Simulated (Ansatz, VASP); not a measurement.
## MgO in VASP and in Ansatz

The input INCAR:

```
PREC = Accurate ; ENCUT = 520
EDIFF = 1E-6 ; ISMEAR = 0
SIGMA = 0.05 ; LREAL = F
LASPH = T ; NELM = 60
ALGO = Normal ; ISIF = 2
LWAVE = F ; LCHARG = F
GGA = PS ; NBANDS = 26
```

File KPOINTS:

```
regular mesh
0
Gamma
  6 6 6
```

The input POSCAR:

```
MgO
1.0
    4.2149416169      0.0000000000      0.0000000000
    0.0000000000     -4.2149416169      0.0000000000
    0.0000000000      0.0000000000     -4.2149416169
Mg O
4 4
Direct
   -0.0177827656      0.0177827656      0.1005945132
    0.5000000000      0.5000000000      0.0000000000
    0.5000000000      0.0000000000      0.5000000000
    0.0000000000      0.5000000000      0.5000000000
    0.5000000000      0.0000000000      0.0000000000
    0.0000000000      0.5000000000      0.0000000000
    0.0000000000      0.0000000000      0.5000000000
    0.5000000000      0.5000000000      0.5000000000
```

Input for Ansatz:

```yaml
crystal:
  lattice:
    - [4.2149416169, 0.0, 0.0]
    - [0.0, -4.2149416169, 0.0]
    - [0.0, 0.0, -4.2149416169]
  atoms:
    - { symbol: Mg, position: [-0.0177827656, 0.0177827656, 0.1005945132] }
    - { symbol: Mg, position: [0.5, 0.5, 0.0] }
    - { symbol: Mg, position: [0.5, 0.0, 0.5] }
    - { symbol: Mg, position: [0.0, 0.5, 0.5] }
    - { symbol: O, position: [0.5, 0.0, 0.0] }
    - { symbol: O, position: [0.0, 0.5, 0.0] }
    - { symbol: O, position: [0.0, 0.0, 0.5] }
    - { symbol: O, position: [0.5, 0.5, 0.5] }
basis:
  ecutwfc: 420
kpoints:
  mp_grid: { grid: [6, 6, 6] }
hamiltonian:
  xc: pbesol
  pseudopotentials: { kind: paw, azcp: { folder: soft_1 } }
scf:
  occupations: { method: gaussian, width: 0.05 }
output:
  forces: true
  stress: true
  eigenvalues: true
```

Alike in both runs: task single point; functional PBEsol; k mesh 6 × 6 × 6; occupations gaussian, width 0.05 eV; no spin polarisation.

|  | VASP | Ansatz |
| --- | --- | --- |
| version | VASP 6.6.1 | Ansatz 0.2.0 |
| potentials or method | VASP PAW PBE potentials, release 64 (Mg, O), cutoff 520 eV | scalar-relativistic, plane waves, PAW |
| valence electrons in the cell | 32 | 64 |

VASP gave:

| Quantity | Value |
| --- | --- |
| gap on the k mesh at the Fermi level (eV) | 4.57 |
| least direct gap on the mesh (eV) | 4.57 |
| pressure (GPa) | 6.4 |
| traceless stress, the component that is largest in VASP (GPa) | 11.84 |
| rms of the force components (eV/Å) | 1.878 |

Problem. Estimate Ansatz's values.

Solution. gap on the k mesh at the Fermi level (eV): 4.57; least direct gap on the mesh (eV): 4.57; pressure (GPa): 6.6; traceless stress, the component that is largest in VASP (GPa): 11.38; rms of the force components (eV/Å): 1.816.

VASP's potentials were made for PBE, not for PBEsol, and Ansatz warns of the same on its side. Atom by atom the forces differ by 0.063 eV/Å (rms over components). With one functional, cell and mesh, what is left measures potentials, basis and numerics. VASP's potentials hold 32 valence electrons a cell and Ansatz's 64, so a difference there can come from the potentials and not from the codes.
